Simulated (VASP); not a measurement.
# AlN (scan) (P6_3mc) in VASP: relaxation of the atoms with r2SCAN

Aim: the relaxation of the atoms of AlN (scan) with r2SCAN.

All numbers are computed with VASP 6.6.1; they aren't measurements. Logs are shortened: lines on timing, memory, paths and dates and some standing lists are left out, and cuts for length are marked.

## (1) The cell of the first run

It takes space group P6_3mc (No. 186, hexagonal). The conventional cell has a = 3.060 Å, b = 3.060 Å, c = 5.018 Å, α = 90.00°, β = 90.00°, γ = 120.00°. Al (site symmetry 3m) has 4 N at 1.87 to 1.90 Å within 2.5 Å. N (site symmetry 3m) has 4 Al at 1.87 to 1.90 Å within 2.5 Å.

## (2) Relaxation of the atoms, r2SCAN (strained cell)

The input, POSCAR:

```
AlN
1.0
    3.0599711328      0.0000000000      0.0000000000
   -1.5299855664      2.6500127358      0.0000000000
    0.0000000000      0.0000000000      5.0175775883
Al N
2 2
Direct
    0.3333333333      0.6666666667      0.0020324145
    0.6666666667      0.3333333333      0.5020324145
    0.3333333333      0.6666666667      0.3799675855
    0.6666666667      0.3333333333      0.8799675855
```

The input, INCAR.step1:

```
ALGO     = Normal         # electronic algorithm
EDIFF    = 1E-5           # SCF threshold, eV
EDIFFG   = -0.01          # ionic threshold
ENCUT    = 580            # plane-wave cutoff, eV
GGA      = PE             # functional
GGA_COMPAT= False        
IBRION   = 2              # ionic algorithm
ISMEAR   = 0              # smearing method
LASPH    = True           # aspherical terms in the spheres
LCHARG   = False          # write CHGCAR
LREAL    = False          # projectors in reciprocal space
LWAVE    = True           # write WAVECAR
NELM     = 120            # most SCF steps
NELMIN   = 4            
NSW      = 100            # ionic steps
PREC     = Accurate       # precision mode
SIGMA    = 0.02           # smearing width, eV
```

The input, INCAR.step2:

```
ALGO     = Normal         # electronic algorithm
EDIFF    = 1E-7           # SCF threshold, eV
EDIFFG   = -0.002         # ionic threshold
ENCUT    = 580            # plane-wave cutoff, eV
GGA_COMPAT= False        
IBRION   = 2              # ionic algorithm
ISIF     = 2              # what is computed and relaxed
ISMEAR   = 0              # smearing method
ISTART   = 1            
LASPH    = True           # aspherical terms in the spheres
LCHARG   = False          # write CHGCAR
LMIXTAU  = True         
LREAL    = False          # projectors in reciprocal space
LWAVE    = False          # write WAVECAR
METAGGA  = R2SCAN         # meta-GGA
NELM     = 120            # most SCF steps
NELMIN   = 4            
NSW      = 60             # ionic steps
PREC     = Accurate       # precision mode
SIGMA    = 0.02           # smearing width, eV
```

The input, KPOINTS:

```
k-points
0
Gamma
  9 9 4
```

Potentials or basis: VASP PAW PBE potentials, release 64 (Al, N).

Started as:

```console
cat potpaw_PBE.64/Al/POTCAR potpaw_PBE.64/N/POTCAR > POTCAR
cp INCAR.step1 INCAR
mpirun -np 1 vasp_std > vasp.out
cp INCAR.step2 INCAR
mpirun -np 1 vasp_std > vasp.out
```

OUTCAR:

```text
EDIFF = 1E-7
   EDIFFG = -0.002
   ENCUT = 580
   IBRION = 2
   ISIF = 2
   ISMEAR = 0
   ISTART = 1
   LASPH = True
   LREAL = False
   METAGGA = R2SCAN
   NELM = 120
   NELMIN = 4
   NSW = 60
   PREC = Accurate

 ion  position               nearest neighbor table
   1  0.333  0.667  0.002-   4 1.87   4 1.87   4 1.87   3 1.90   2 3.07   2 3.07   2 3.07   2 3.07
                             2 3.07   2 3.07
   2  0.667  0.333  0.502-   3 1.87   3 1.87   3 1.87   4 1.90   1 3.07   1 3.07   1 3.07   1 3.07
                             1 3.07   1 3.07
   3  0.333  0.667  0.380-   2 1.87   2 1.87   2 1.87   1 1.90
   4  0.667  0.333  0.880-   1 1.87   1 1.87   1 1.87   2 1.90

  LATTYP: Found a hexagonal cell.
 ALAT       =     3.0599711328
 C/A-ratio  =     1.6397467069

  Lattice vectors:

 A1 = (   3.0599711328,   0.0000000000,   0.0000000000)
 A2 = (  -1.5299855664,   2.6500127358,   0.0000000000)
 A3 = (   0.0000000000,   0.0000000000,   5.0175775883)

Analysis of symmetry for initial positions (statically):
=====================================================================
 Subroutine PRICEL returns:
 Original cell was already a primitive cell.

 Routine SETGRP: Setting up the symmetry group for a
 hexagonal supercell.

 Subroutine GETGRP returns: Found 12 space group operations
 (whereof  6 operations were pure point group operations)
 out of a pool of 24 trial point group operations.

The static configuration has the point symmetry C_3v.
 The point group associated with its full space group is C_6v.

Analysis of symmetry for dynamics (positions and initial velocities):
=====================================================================
 Subroutine PRICEL returns:
 Original cell was already a primitive cell.

 Routine SETGRP: Setting up the symmetry group for a
 hexagonal supercell.

 Subroutine GETGRP returns: Found 12 space group operations
 (whereof  6 operations were pure point group operations)
 out of a pool of 24 trial point group operations.

The dynamic configuration has the point symmetry C_3v.
 The point group associated with its full space group is C_6v.

 Subroutine INISYM returns: Found 12 space group operations
 (whereof  6 operations are pure point group operations),
 and found     1 'primitive' translations

----------------------------------------------------------------------------------------

                                     Primitive cell

  volume of cell :      40.6873

  direct lattice vectors                    reciprocal lattice vectors
     3.059971133  0.000000000  0.000000000     0.326800469  0.188678339  0.000000000
    -1.529985566  2.650012736  0.000000000     0.000000000  0.377356677  0.000000000
     0.000000000  0.000000000  5.017577588     0.000000000  0.000000000  0.199299360

  length of vectors
     3.059971133  3.059971133  5.017577588     0.377356677  0.377356677  0.199299360

  position of ions in fractional coordinates (direct lattice)
     0.333333333  0.666666667  0.002032415
     0.666666667  0.333333333  0.502032415
     0.333333333  0.666666667  0.379967585
     0.666666667  0.333333333  0.879967585

  ion indices of the primitive-cell ions
   primitive index   ion index
                 1           1
                 2           2
                 3           3
                 4           4

----------------------------------------------------------------------------------------

 KPOINTS: k-points

Automatic generation of k-mesh.
 Grid dimensions read from file:
 generate k-points for:    9    9    4

 Generating k-lattice:

  Cartesian coordinates                     Fractional coordinates (reciprocal lattice)
     0.036311163  0.020964260  0.000000000     0.111111111 -0.000000000  0.000000000
     0.000000000  0.041928520  0.000000000     0.000000000  0.111111111  0.000000000
     0.000000000  0.000000000  0.049824840     0.000000000  0.000000000  0.250000000

  Length of vectors
     0.041928520  0.041928520  0.049824840

  Shift w.r.t. Gamma in fractional coordinates (k-lattice)
     0.000000000  0.000000000  0.000000000

 Subroutine IBZKPT returns following result:
 ===========================================

 Found     36 irreducible k-points:

 Following reciprocal coordinates:
            Coordinates               Weight
  0.000000  0.000000  0.000000      1.000000
  0.111111 -0.000000  0.000000      6.000000
  0.222222  0.000000  0.000000      6.000000
  0.333333 -0.000000  0.000000      6.000000
  0.444444  0.000000  0.000000      6.000000
  0.111111  0.111111  0.000000      6.000000
[... 16 lines left out ...]
  0.333333  0.222222  0.250000     24.000000
  0.333333  0.333333  0.250000      4.000000
 [... further k-points ...]
   k-points           NKPTS =     36   k-points in BZ     NKDIM =     36   number of bands    NBANDS=     12
   number of dos      NEDOS =    301   number of ions     NIONS =      4
   total plane-waves  NPLWV =  23040
   dimension x,y,z NGX =    24 NGY =   24 NGZ =   40
   dimension x,y,z NGXF=    48 NGYF=   48 NGZF=   80
   ions per type =               2   2
   NGX,Y,Z   is equivalent  to a cutoff of  13.04, 13.04, 13.25 a.u.
   NGXF,Y,Z  is equivalent  to a cutoff of  26.08, 26.08, 26.51 a.u.
 SYSTEM =  unknown system
   PREC   = accura    normal or accurate (medium, high low for compatibility)
   ISTART =      1    job   : 0-new  1-cont  2-samecut
   ICHARG =      0    charge: 1-file 2-atom 10-const
   ISPIN  =      1    spin polarized calculation?
   LNONCOLLINEAR =      F non collinear calculations
   LSORBIT =      F    spin-orbit coupling
   LASPH  =      T    aspherical Exc in radial PAW
   ENCUT  =  580.0 eV  42.63 Ry    6.53 a.u.   6.01  6.01  9.85*2*pi/ulx,y,z
   NELM   =    120;   NELMIN=  4; NELMDL=  0     # of ELM steps
   EDIFF  = 0.1E-06   stopping-criterion for ELM
   LREAL  =      F    real-space projection
   EDIFFG = -.2E-02   stopping-criterion for IOM
   NSW    =     60    number of steps for IOM
   IBRION =      2    ionic relax: 0-MD 1-quasi-New 2-CG
   NFREE  =      1    steps in history (QN), initial steepest desc. (CG)
   ISIF   =      2    stress and relaxation
   ISYM   =      2    0-nonsym 1-usesym 2-fastsym
   POTIM  = 0.5000    time-step for ionic-motion
   TEBEG  =    0.0;   TEEND  =   0.0 temperature during run
   PSTRESS=    0.0 pullay stress
   NELECT =      16.0000    total number of electrons
   NUPDOWN=      -1.0000    fix difference up-down
   EMIN   =  10.00;   EMAX   =-10.00  energy-range for DOS
   EFERMI =   0.00;   METHOD = LEGACY
   ISMEAR =     0;   SIGMA  =   0.02  broadening in eV -4-tet -1-fermi 0-gaus
   EFERMI_NEDOS =   21; number of points for ismear=-14 and -15
   IALGO  =     38    algorithm
   IMIX   =      4    mixing-type and parameters
     AMIX     =   0.40;   BMIX     =  1.00
     AMIX_MAG =   1.60;   BMIX_MAG =  1.00
  volume/ion in A,a.u.               =      10.17        68.64
  Fermi-wavevector in a.u.,A,eV,Ry     =   1.199394  2.266525 19.572590  1.438545
  Thomas-Fermi vector in A             =   2.335257
   LORBIT       =      0    0 simple, 1 ext, 2 COOP (PROOUT), +10 PAW based schemes
   METAGGA = R2SCAN    functional components
   LHFCALC =     F    Hartree Fock is set to
   AEXX    =    0.0000 exact exchange contribution
   IVDW    =     0    specifies the selected vdW correction
   LEPSILON=     F    determine dielectric tensor
   LRPA    =     F    only Hartree local field effects (RPA)
 conjugate gradient relaxation of ions
 non-spin polarized calculation
 Gauss-broadening in eV      SIGMA  =   0.02
  energy-cutoff  :      580.00
  volume of cell :       40.69
 maximum number of plane-waves:      1320
   NGX = 13   NGY = 13   NGZ = 19

--------------------------------------- Ionic step        1  -------------------------------------------

 number of electron      15.9999995 magnetization

 Free energy of the ion-electron system (eV)
  ---------------------------------------------------
  ext. energy  EPLUGINS =         0.00000000
  ---------------------------------------------------
  free energy    TOTEN  =       -38.42722291 eV

  energy without entropy =      -38.42722291  energy(sigma->0) =      -38.42722291

------------------------ aborting loop because EDIFF is reached ----------------------------------------

  FORCE on cell =-STRESS in cart. coord.  units (eV):
  Direction    XX          YY          ZZ          XY          YZ          ZX
  --------------------------------------------------------------------------------------
  -------------------------------------------------------------------------------------
  Total        1.9415989      1.9415989     -0.1126810      0.0000000     -0.0000000     -0.0000000
  in kB       76.4558504     76.4558504     -4.4371255      0.0000000     -0.0000000     -0.0000000
  external PRESSURE =      49.4915251 kB  Pullay stress =       0.0000000 kB
[... 61 lines left out ...]
  energy  without entropy=      -38.4272586300  energy(sigma->0) =      -38.42725863

--------------------------------------- Ionic step        3  -------------------------------------------

 number of electron      15.9999996 magnetization

 Free energy of the ion-electron system (eV)
  ---------------------------------------------------
  ext. energy  EPLUGINS =         0.00000000
  ---------------------------------------------------
  free energy    TOTEN  =       -38.42726284 eV

  energy without entropy =      -38.42726284  energy(sigma->0) =      -38.42726284

 E-fermi :   6.0954     XC(G=0): -11.5191

 val. band max:        5.9821414264   @ k =   0.0000   0.0000   0.0000
 cond. band min:      11.2275039604   @ k =   0.0000   0.0000   0.0000
 fundamental gap:      5.2453625341
 Fermi energy:         6.0953797593

 k-point     1 :       0.0000    0.0000    0.0000
  band No.  band energies     occupation
      1      -9.9811      2.00000
      2      -7.8869      2.00000
      3      -0.1244      2.00000
      4       5.3667      2.00000
      5       5.3667      2.00000
      6       5.9670      2.00000
      7       5.9670      2.00000
      8       5.9821      2.00000
      9      11.2275      0.00000
     10      14.1004      0.00000
     11      17.7767      0.00000
     12      18.5845      0.00000
[... 331 lines left out ...]
 k-point    24 :       0.3333    0.3333    0.2500
  band No.  band energies     occupation
      1      -7.3816      2.00000
      2      -7.3816      2.00000
      3       1.4418      2.00000
      4       1.6535      2.00000
      5       1.6535      2.00000
      6       3.0195      2.00000
      7       4.5550      2.00000
      8       4.5550      2.00000
      9      12.5531      0.00000
     10      15.2370      0.00000
     11      15.6894      0.00000
     12      15.6894      0.00000

 [... further k-points ...]
[... 5 lines left out ...]
  --------------------------------------------------------------------------------------
  -------------------------------------------------------------------------------------
  Total        1.9206116      1.9206116     -0.0729513      0.0000000      0.0000000      0.0000000
  in kB       75.6294154     75.6294154     -2.8726613      0.0000000      0.0000000      0.0000000
  external PRESSURE =      49.4620565 kB  Pullay stress =       0.0000000 kB
[... 19 lines left out ...]
  FREE ENERGIE OF THE ION-ELECTRON SYSTEM (eV)
  ---------------------------------------------------
  free  energy   TOTEN  =       -38.4272628397 eV

  energy  without entropy=      -38.4272628397  energy(sigma->0) =      -38.42726284

 reached required accuracy - stopping structural energy minimisation
```

Run time: 1.8 min. Hardware: 1 thread of Intel Xeon 6975P-C, shared host; peak memory 0.17 GiB.

Results:

```
Free energy               : -38.4273 eV
Energy gained by relaxing : 0.0 meV/atom
Ionic steps               : 3
Pressure after relaxing   : 4.9 GPa
Band gap on the k mesh    : 5.25 eV, direct
```

Final structure:
```xyz
4
Lattice="3.0600 0.0000 0.0000 -1.5300 2.6500 0.0000 0.0000 0.0000 5.0176" Properties=species:S:1:pos:R:3 pbc="T T T"
Al    0.0000    1.7667    0.0110
Al    1.5300    0.8833    2.5198
N     0.0000    1.7667    1.9057
N     1.5300    0.8833    4.4145
```

Levels at points of the mesh, in eV from the valence-band top:
```tsv
k point	band 4	band 5	band 6	band 7	band 8	band 9	band 10	band 11	band 12
(0.00, 0.00, 0.00)	-0.62	-0.62	-0.02	-0.02	0.00	5.25	8.12	11.79	12.60
(0.00, 0.00, 0.50)	-3.39	-0.32	-0.32	-0.32	-0.32	7.68	7.68	11.55	11.55
```

Caveat: the cell differs from its parent crystal (strained cell); the PAW data sets were made with another functional, which shifts forces and pressure a little.
